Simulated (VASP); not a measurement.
# ScTa3F (Cmmm) in VASP: further runs

Runs on ScTa3F. Level: PBE. Tasks: single point.

Program: VASP 6.6.1. These are calculated values, not measurements. Logs are shortened: lines on timing, memory, paths and dates and some standing lists are left out, and cuts for length are marked.

**1. The cell of the first run**

Symmetry: Cmmm, No. 65, orthorhombic system. Conventional cell: a = 5.753 Å, b = 7.161 Å, c = 4.653 Å, α = 90.00°, β = 90.00°, γ = 90.00°. Sc (site symmetry mmm) has 2 F at 2.33 Å and 6 Ta at 2.88 to 3.17 Å within 3.2 Å. Ta (site symmetry m2m) has 1 F at 2.15 Å and 5 Ta at 2.73 to 2.96 Å within 3.0 Å. Within 3.7 Å of Ta (site symmetry mmm) lie 4 Ta at 2.73 Å and 4 Sc at 2.88 to 3.58 Å and 4 F at 3.70 Å. Within 2.8 Å of F (site symmetry mmm) lie 2 Ta at 2.15 Å and 2 Sc at 2.33 Å.

The cell was generated, and may not be a known phase.

**2. Single point, PBE, collinear spin**

File INCAR:

```
ALGO = Normal
EDIFF = 1E-6
ENCUT = 520
GGA = PE
ISIF = 2
ISMEAR = 0
ISPIN = 2
LASPH = T
LCHARG = T
LELF = T
LMAXMIX = 4
LORBIT = 11
LREAL = F
LVHAR = T
LWAVE = F
MAGMOM = 0 1 1 1 0
NBANDS = 38
NELM = 150
PREC = Accurate
SIGMA = 0.1
```

File KPOINTS:

```
k-points
0
Gamma
  4 4 4
```

File POSCAR:

```
ScTa3F
1.0
    2.8765490144     -3.5805761205      0.0000000000
    2.8765490144      3.5805761205      0.0000000000
    0.0000000000      0.0000000000      4.6532288232
Sc Ta F
1 3 1
Direct
    0.5000000000      0.5000000000      0.0000000000
    0.7996428579      0.2003571421      0.5000000000
    0.2003571421      0.7996428579      0.5000000000
    0.0000000000      0.0000000000      0.0000000000
    0.5000000000      0.5000000000      0.5000000000
```

Potentials or basis: VASP PAW PBE potentials, release 64 (Sc_sv, Ta_pv, F).

Launch:

```console
$ cat potpaw_PBE.64/Sc_sv/POTCAR potpaw_PBE.64/Ta_pv/POTCAR potpaw_PBE.64/F/POTCAR > POTCAR
$ mpirun -np 1 vasp_std > vasp.out
```

OUTCAR:

```text
EDIFF = 1E-6
   ENCUT = 520
   GGA = PE
   ISIF = 2
   ISMEAR = 0
   ISPIN = 2
   LASPH = T
   LORBIT = 11
   LREAL = F
   NELM = 150
   PREC = Accurate

 ion  position               nearest neighbor table
   1  0.500  0.500  0.000-   5 2.33   5 2.33   4 2.88   4 2.88   2 3.17   3 3.17   2 3.17   3 3.17

   2  0.800  0.200  0.500-   5 2.15   4 2.73   4 2.73   3 2.87   3 2.96   3 2.96   1 3.17   1 3.17

   3  0.200  0.800  0.500-   5 2.15   4 2.73   4 2.73   2 2.87   2 2.96   2 2.96   1 3.17   1 3.17

   4  0.000  0.000  0.000-   2 2.73   3 2.73   2 2.73   3 2.73   1 2.88   1 2.88
   5  0.500  0.500  0.500-   2 2.15   3 2.15   1 2.33   1 2.33

  LATTYP: Found a base centered orthorhombic cell.
 ALAT       =     5.7530980288
 B/A-ratio  =     1.2447471267
 C/A-ratio  =     0.8088214037

  Lattice vectors:

 A1 = (   2.8765490144,  -3.5805761205,   0.0000000000)
 A2 = (   2.8765490144,   3.5805761205,   0.0000000000)
 A3 = (   0.0000000000,   0.0000000000,   4.6532288232)

Analysis of symmetry for initial positions (statically):
=====================================================================
 Subroutine PRICEL returns:
 Original cell was already a primitive cell.

 Routine SETGRP: Setting up the symmetry group for a
 base centered orthorhombic supercell.

 Subroutine GETGRP returns: Found  8 space group operations
 (whereof  8 operations were pure point group operations)
 out of a pool of  8 trial point group operations.

The static configuration has the point symmetry D_2h.

Analysis of symmetry for dynamics (positions and initial velocities):
=====================================================================
 Subroutine PRICEL returns:
 Original cell was already a primitive cell.

 Routine SETGRP: Setting up the symmetry group for a
 base centered orthorhombic supercell.

 Subroutine GETGRP returns: Found  8 space group operations
 (whereof  8 operations were pure point group operations)
 out of a pool of  8 trial point group operations.

The dynamic configuration has the point symmetry D_2h.

Analysis of structural, dynamic, and magnetic symmetry:
=====================================================================
 Subroutine PRICEL returns:
 Original cell was already a primitive cell.

 Routine SETGRP: Setting up the symmetry group for a
 base centered orthorhombic supercell.

 Subroutine GETGRP returns: Found  8 space group operations
 (whereof  8 operations were pure point group operations)
 out of a pool of  8 trial point group operations.

The overall configuration has the point symmetry D_2h.

 Subroutine INISYM returns: Found  8 space group operations
 (whereof  8 operations are pure point group operations),
 and found     1 'primitive' translations

----------------------------------------------------------------------------------------

                                     Primitive cell

  volume of cell :      95.8537

  direct lattice vectors                    reciprocal lattice vectors
     2.876549014 -3.580576120  0.000000000     0.173819392 -0.139642332  0.000000000
     2.876549014  3.580576120  0.000000000     0.173819392  0.139642332  0.000000000
     0.000000000  0.000000000  4.653228823     0.000000000  0.000000000  0.214904540

  length of vectors
     4.592935835  4.592935835  4.653228823     0.222964486  0.222964486  0.214904540

  position of ions in fractional coordinates (direct lattice)
     0.500000000  0.500000000  0.000000000
     0.799642858  0.200357142  0.500000000
     0.200357142  0.799642858  0.500000000
     0.000000000  0.000000000  0.000000000
     0.500000000  0.500000000  0.500000000

  ion indices of the primitive-cell ions
   primitive index   ion index
                 1           1
                 2           2
                 3           3
                 4           4
                 5           5

----------------------------------------------------------------------------------------

 KPOINTS: k-points
[... 22 lines left out ...]

 Following reciprocal coordinates:
            Coordinates               Weight
  0.000000  0.000000  0.000000      1.000000
  0.250000  0.000000  0.000000      4.000000
  0.500000  0.000000  0.000000      2.000000
  0.250000  0.250000  0.000000      2.000000
  0.500000  0.250000  0.000000      4.000000
 -0.250000  0.250000  0.000000      2.000000
[... 13 lines left out ...]
 -0.250000  0.250000  0.500000      2.000000
  0.500000  0.500000  0.500000      1.000000
   k-points           NKPTS =     21   k-points in BZ     NKDIM =     21   number of bands    NBANDS=     38
   number of dos      NEDOS =    301   number of ions     NIONS =      5
   total plane-waves  NPLWV =  46656
   dimension x,y,z NGX =    36 NGY =   36 NGZ =   36
   dimension x,y,z NGXF=    72 NGYF=   72 NGZF=   72
   ions per type =               1   3   1
   NGX,Y,Z   is equivalent  to a cutoff of  13.03, 13.03, 12.86 a.u.
   NGXF,Y,Z  is equivalent  to a cutoff of  26.06, 26.06, 25.72 a.u.
 SYSTEM =  unknown system
   PREC   = accura    normal or accurate (medium, high low for compatibility)
   ISTART =      0    job   : 0-new  1-cont  2-samecut
   ICHARG =      2    charge: 1-file 2-atom 10-const
   ISPIN  =      2    spin polarized calculation?
   LNONCOLLINEAR =      F non collinear calculations
   LSORBIT =      F    spin-orbit coupling
   LASPH  =      T    aspherical Exc in radial PAW
   ENCUT  =  520.0 eV  38.22 Ry    6.18 a.u.   8.54  8.54  8.65*2*pi/ulx,y,z
   NELM   =    150;   NELMIN=  2; NELMDL= -5     # of ELM steps
   EDIFF  = 0.1E-05   stopping-criterion for ELM
   LREAL  =      F    real-space projection
   EDIFFG = 0.1E-04   stopping-criterion for IOM
   NSW    =      0    number of steps for IOM
   IBRION =     -1    ionic relax: 0-MD 1-quasi-New 2-CG
   NFREE  =      0    steps in history (QN), initial steepest desc. (CG)
   ISIF   =      2    stress and relaxation
   ISYM   =      2    0-nonsym 1-usesym 2-fastsym
   POTIM  = 0.5000    time-step for ionic-motion
   TEBEG  =    0.0;   TEEND  =   0.0 temperature during run
   PSTRESS=    0.0 pullay stress
   NELECT =      51.0000    total number of electrons
   NUPDOWN=      -1.0000    fix difference up-down
   EMIN   =  10.00;   EMAX   =-10.00  energy-range for DOS
   EFERMI =   0.00;   METHOD = LEGACY
   ISMEAR =     0;   SIGMA  =   0.10  broadening in eV -4-tet -1-fermi 0-gaus
   EFERMI_NEDOS =   21; number of points for ismear=-14 and -15
   IALGO  =     38    algorithm
   IMIX   =      4    mixing-type and parameters
     AMIX     =   0.40;   BMIX     =  1.00
     AMIX_MAG =   1.60;   BMIX_MAG =  1.00
  volume/ion in A,a.u.               =      19.17       129.37
  Fermi-wavevector in a.u.,A,eV,Ry     =   1.326565  2.506844 23.943187  1.759775
  Thomas-Fermi vector in A             =   2.455942
   LORBIT       =     11    0 simple, 1 ext, 2 COOP (PROOUT), +10 PAW based schemes
   GGA     = PE    functional components
   LHFCALC =     F    Hartree Fock is set to
   AEXX    =    0.0000 exact exchange contribution
   IVDW    =     0    specifies the selected vdW correction
   LEPSILON=     F    determine dielectric tensor
   LRPA    =     F    only Hartree local field effects (RPA)
 spin polarized calculation
 Gauss-broadening in eV      SIGMA  =   0.10
  energy-cutoff  :      520.00
  volume of cell :       95.85
 maximum number of plane-waves:      2610
 NGX is ok and might be reduce to    36
   NGX = 17   NGY = 17   NGZ = 17

 number of electron      51.0000008 magnetization       0.0125699

 Free energy of the ion-electron system (eV)
  ---------------------------------------------------
  ext. energy  EPLUGINS =         0.00000000
  ---------------------------------------------------
  free energy    TOTEN  =       -42.82993312 eV

  energy without entropy =      -42.79651542  energy(sigma->0) =      -42.81322427

 E-fermi :   4.2934     XC(G=0): -11.1711

 val. band max:        4.2643300923   @ k =   0.5000   0.5000   0.0000
 cond. band min:       4.3037419606   @ k =   0.5000   0.2500   0.5000
 fundamental gap:      0.0394118683
 Fermi energy:         4.2933847670

 spin component 1

 k-point     1 :       0.0000    0.0000    0.0000
  band No.  band energies     occupation
      1     -45.2644      1.00000
      2     -30.3136      1.00000
      3     -30.2620      1.00000
      4     -30.1056      1.00000
      5     -29.9336      1.00000
      6     -29.9004      1.00000
[... 829 lines left out ...]
     36       8.1380      0.00000
     37       8.4975      0.00000
 Fermi energy:         4.2933847670

 spin component 2

 k-point     1 :       0.0000    0.0000    0.0000
  band No.  band energies     occupation
      1     -45.2644      1.00000
      2     -30.3119      1.00000
      3     -30.2612      1.00000
      4     -30.1052      1.00000
      5     -29.9322      1.00000
      6     -29.8994      1.00000
[... 829 lines left out ...]
     36       8.1387      0.00000
     37       8.4980      0.00000
 [bands above 37 left out]

------------------------ aborting loop because EDIFF is reached ----------------------------------------

  FORCE on cell =-STRESS in cart. coord.  units (eV):
  Direction    XX          YY          ZZ          XY          YZ          ZX
  --------------------------------------------------------------------------------------
  -------------------------------------------------------------------------------------
  Total        0.0188886      0.1552012      0.0905932      0.0000000      0.0000000      0.0000000
  in kB        0.3157200      2.5941595      1.5142480      0.0000000      0.0000000      0.0000000
  external PRESSURE =       1.4747091 kB  Pullay stress =       0.0000000 kB

 VOLUME and BASIS-vectors are now :
 -----------------------------------------------------------------------------
  energy-cutoff  :      520.00
  volume of cell :       95.85
      direct lattice vectors                 reciprocal lattice vectors
     2.876549014 -3.580576120  0.000000000     0.173819392 -0.139642332  0.000000000
     2.876549014  3.580576120  0.000000000     0.173819392  0.139642332  0.000000000
     0.000000000  0.000000000  4.653228823     0.000000000  0.000000000  0.214904540

 POSITION                                       TOTAL-FORCE (eV/Angst)
 -----------------------------------------------------------------------------------
      2.87655      0.00000      0.00000        -0.000000     -0.000000     -0.000000
      2.87655     -2.14579      2.32661         0.000000     -0.055626     -0.000000
      2.87655      2.14579      2.32661         0.000000      0.055626      0.000000
      0.00000      0.00000      0.00000         0.000000      0.000000     -0.000000
      2.87655      0.00000      2.32661         0.000000     -0.000000     -0.000000
 -----------------------------------------------------------------------------------
    total drift:                                0.000000      0.000000     -0.000000

  FREE ENERGIE OF THE ION-ELECTRON SYSTEM (eV)
  ---------------------------------------------------
  free  energy   TOTEN  =       -42.8299331215 eV

  energy  without entropy=      -42.7965154172  energy(sigma->0) =      -42.81322427

 total charge

# of ion       s       p       d       tot
------------------------------------------
    1        2.213   6.093   1.086   9.392
    2        0.406   6.102   2.326   8.834
    3        0.406   6.102   2.326   8.834
    4        0.403   6.093   2.444   8.940
    5        1.751   4.369   0.000   6.120
--------------------------------------------------
tot          5.178  28.759   8.183  42.120

 magnetization (x)

# of ion       s       p       d       tot
------------------------------------------
    1        0.000   0.000  -0.000  -0.000
    2        0.000   0.000   0.001   0.001
    3        0.000   0.000   0.001   0.001
    4        0.000   0.000   0.004   0.005
    5       -0.000   0.000   0.000   0.000
--------------------------------------------------
tot          0.000   0.001   0.007   0.007
```

Wall time 3.1 min (1 thread of Intel Xeon Platinum 8375C at 2.90GHz (Ice Lake), shared host); peak memory 0.31 GiB.

Results:

| Quantity | Value |
| --- | --- |
| Free energy | -42.8299 eV |
| Pressure | 0.1 GPa |
| Largest force | 0.056 eV/Å |
| Net moment | 0.01 μB per cell |
| Valence electrons inside the program's atomic spheres | Sc 9.39; Ta 8.83, 8.94 (each value once); F 6.12 |

Forces on the atoms (eV/Å):
```
Sc   0.000  0.000  0.000
Ta   0.000 -0.056  0.000
Ta   0.000  0.056  0.000
Ta   0.000  0.000  0.000
F    0.000  0.000  0.000
```

Caveat: spin-orbit coupling is left out, which moves the levels of the heavy elements.

(Continued in part 2 of 2.)
